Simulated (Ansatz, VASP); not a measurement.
**Two plane-wave programs on Cu**

The input INCAR:

```
PREC     = Accurate       # precision mode
ENCUT    = 700            # plane-wave cutoff, eV
EDIFF    = 1E-6           # SCF threshold, eV
ISMEAR   = 0              # smearing method
SIGMA    = 0.1            # smearing width, eV
LREAL    = F              # projectors in reciprocal space
LASPH    = T              # aspherical terms in the spheres
NELM     = 120            # most SCF steps
ALGO     = Normal         # electronic algorithm
ISIF     = 2              # what is computed and relaxed
LWAVE    = F              # write WAVECAR
LCHARG   = T              # write CHGCAR
LELF     = T              # ELF
LVHAR    = T            
NBANDS   = 16             # bands
GGA_COMPAT= F
```

The input KPOINTS:

```
Automatic mesh
0
Gamma
  20 20 20
```

POSCAR

```
Cu
1.0
    0.0000000000      1.7412081153      1.7412081153
    1.7412081153      0.0000000000      1.7412081153
    1.7412081153      1.7412081153      0.0000000000
Cu
1
Direct
    0.0000000000      0.0000000000      0.0000000000
```

Input for Ansatz:

```yaml
crystal:
  lattice:
    - [0.0, 1.7412081153, 1.7412081153]
    - [1.7412081153, 0.0, 1.7412081153]
    - [1.7412081153, 1.7412081153, 0.0]
  atoms:
    - { symbol: Cu, position: [0.0, 0.0, 0.0] }
basis:
  ecutwfc: 420
kpoints:
  mp_grid: { grid: [20, 20, 20] }
hamiltonian:
  xc: lda
  pseudopotentials: { kind: paw, azcp: { folder: soft_1 } }
scf:
  occupations: { method: gaussian, width: 0.1 }
output:
  forces: true
  stress: true
  eigenvalues: true
```

Alike in both runs: task single point; functional LDA; k mesh 20 × 20 × 20; occupations gaussian, width 0.1 eV; no spin polarisation.

```csv
,VASP,Ansatz
version,VASP 6.6.1,Ansatz 0.2.0
potentials or method,"VASP PAW LDA potentials, release 64 (Cu_sv_GW), cutoff 700 eV","scalar-relativistic, plane waves, PAW"
valence electrons in the cell,19,19
```

```tsv
	VASP	Ansatz	Ansatz less VASP
gap on the k mesh at the Fermi level (eV)	none	none	-
pressure (GPa)	1.8	6.2	+4.43
```

Ansatz warns that its potentials were made for another functional, while VASP's fit it. LDA's correlation is that of Perdew and Zunger in VASP and of Perdew and Wang (1992) in Ansatz. A gap of «none» marks a metal or a gap that the smearing closes. One of these differences is far larger than is usual between the two programs; its cause wasn't traced.
